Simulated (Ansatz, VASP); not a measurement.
## Al: VASP beside Ansatz

```
Al
1.0
     0.00000    1.99839    1.99839
     1.99839    0.00000    1.99839
     1.99839    1.99839    0.00000
Al
1
Direct
  0.50000 0.50000 0.50000
```

Alike in both runs: task relaxation of cell and atoms; functional r2SCAN; k mesh 24 × 24 × 24; occupations gaussian, width 0.1 eV; no spin polarisation.

|  | VASP | Ansatz |
| --- | --- | --- |
| version | VASP 6.6.1 | Ansatz 0.2.0 |
| potentials or method | VASP PAW PBE potentials, release 64 (Al), cutoff 600 eV | scalar-relativistic, plane waves, PAW |
| valence electrons in the cell | 3 | 3 |

```tsv
	VASP	Ansatz	Ansatz less VASP
gap on the k mesh at the Fermi level, each at its own relaxed structure (eV)	none	none	-
relaxed volume (Å³/atom)	15.83	15.89	+0.062
relaxed length of the cell vector where the two differ most in proportion (Å)	2.819	2.822	+0.0037
```

VASP's potentials were made for PBE, not for r2SCAN. A gap of «none» marks a metal or a gap that the smearing closes.
